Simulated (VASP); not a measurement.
**InP: single point with r2SCAN0**

The system is InP.

```
In P
1.0
     0.00000    2.98798    2.98798
     2.98798    0.00000    2.98798
     2.98798    2.98798    0.00000
In P
1 1
Cartesian
  0.0000 0.0000 0.0000
  4.4820 4.4820 4.4820
```

- Program: VASP 6.6.1
- Task: single point
- Functional: r2SCAN0
- Potentials or basis: VASP PAW PBE potentials, release 64 (In_d, P)
- Cutoff: 520 eV
- k mesh: 4 × 4 × 4
- Occupations: fermi-dirac, width 0.05 eV
- Spin: no spin polarisation

```json
{"Pressure": "-3.7 GPa", "Band gap on the k mesh": "2.12 eV"}
```

Levels at points of the mesh, in eV from the valence-band top:
| k point | band 5 | band 6 | band 7 | band 8 | band 9 | band 10 | band 11 | band 12 | band 13 | band 14 |
| --- | --- | --- | --- | --- | --- | --- | --- | --- | --- | --- |
| (0.00, 0.00, 0.00) | -16.06 | -12.67 | 0.00 | 0.00 | 0.00 | 2.12 | 5.84 | 5.84 | 5.84 | 10.29 |
| (0.50, 0.00, 0.00) | -16.05 | -10.94 | -6.09 | -1.01 | -1.01 | 3.02 | 6.57 | 6.57 | 8.88 | 11.36 |
| (0.50, 0.50, 0.00) | -16.03 | -10.28 | -6.12 | -2.42 | -2.42 | 3.29 | 3.86 | 11.17 | 11.67 | 11.67 |

Run time: 7.3 min on 1 thread of Intel(R) Xeon(R) Platinum 8259CL CPU @ 2.50GHz (Skylake/Cascade Lake), on a shared host, peak memory 0.19 GiB.

Caveat: the k points lie up to 0.46 Å⁻¹ apart; the PAW data sets were made with another functional, which shifts forces and pressure a little; spin-orbit coupling is left out, which moves the levels of the heavy elements.
